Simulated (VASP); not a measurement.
Write the native input for VASP 6.6.1 that does the following.

| Item | Value |
| --- | --- |
| Task | relaxation of shape and atoms at fixed volume |
| Functional | r2SCAN |
| Potentials or basis | VASP PAW PBE potentials, release 64 (Al, Ga_d, N) |
| Cutoff | 600 eV |
| k mesh | 8 × 8 × 6 |
| Occupations | gaussian, width 0.02 eV |
| Spin | no spin polarisation |
| Dipole correction | no |
| Further INCAR settings | ALGO = Normal; EDIFF = 1e-06; IBRION = 2; EDIFFG = -0.01; NSW = 50; ISIF = 4 |

The system is AlGaN2.

```
CELL_PARAMETERS angstrom
3.20008 0.00000 0.00000
0.00000 3.20008 0.00000
0.00000 0.00000 4.50909
ATOMIC_POSITIONS crystal
Al 0.50000 0.50000 0.50000
Ga 0.00000 0.00000 0.00000
N 0.50000 0.00000 0.73908
N 0.00000 0.50000 0.26092
```

One way to write it, as run:

POSCAR

```
AlGaN2
1.0
    3.2000817814      0.0000000000      0.0000000000
    0.0000000000      3.2000817814      0.0000000000
    0.0000000000      0.0000000000      4.5090916287
Al Ga N
1 1 2
Direct
    0.5000000000      0.5000000000      0.5000000000
    0.0000000000      0.0000000000      0.0000000000
    0.5000000000      0.0000000000      0.7390831713
    0.0000000000      0.5000000000      0.2609168287
```

INCAR.step1

```
SYSTEM = AlGaN2
PREC = Accurate
ENCUT = 600
ISMEAR = 0
SIGMA = 0.02
LREAL = .FALSE.
LASPH = .TRUE.
NELM = 60
GGA = PE
ALGO = Normal
EDIFF = 1E-4
LWAVE = .TRUE.
LCHARG = .FALSE.
```

INCAR.step2

```
SYSTEM = AlGaN2
PREC = Accurate
ENCUT = 600
EDIFF = 1E-6
ISMEAR = 0
SIGMA = 0.02
LREAL = .FALSE.
LASPH = .TRUE.
NELM = 60
ALGO = Normal
ISIF = 4
LWAVE = .FALSE.
LCHARG = .FALSE.
METAGGA = R2SCAN
LMIXTAU = .TRUE.
IBRION = 2
NSW = 50
EDIFFG = -0.01
ISTART = 1
```

KPOINTS

```
regular mesh
0
G
  8 8 6
  0 0 0
```

Potentials or basis: VASP PAW PBE potentials, release 64 (Al, Ga_d, N).

Command:

```bash
$ cat potpaw_PBE.64/Al/POTCAR potpaw_PBE.64/Ga_d/POTCAR potpaw_PBE.64/N/POTCAR > POTCAR
$ cp INCAR.step1 INCAR
$ mpirun -np 1 vasp_std > vasp.out
$ cp INCAR.step2 INCAR
$ mpirun -np 1 vasp_std > vasp.out
```

Results of the run:

```
Energy gained by relaxing    : 0.1 meV/atom
Ionic steps                  : 2
Pressure after relaxing      : -10.2 GPa
Largest force after relaxing : 0.007 eV/Å
Band gap on the k mesh       : 2.93 eV
```

Caveat: the PAW data sets were made with another functional, which shifts forces and pressure a little.

It took 7.9 min on 1 thread of Intel Xeon 8259CL, with other jobs on the host, peak memory 0.23 GiB.
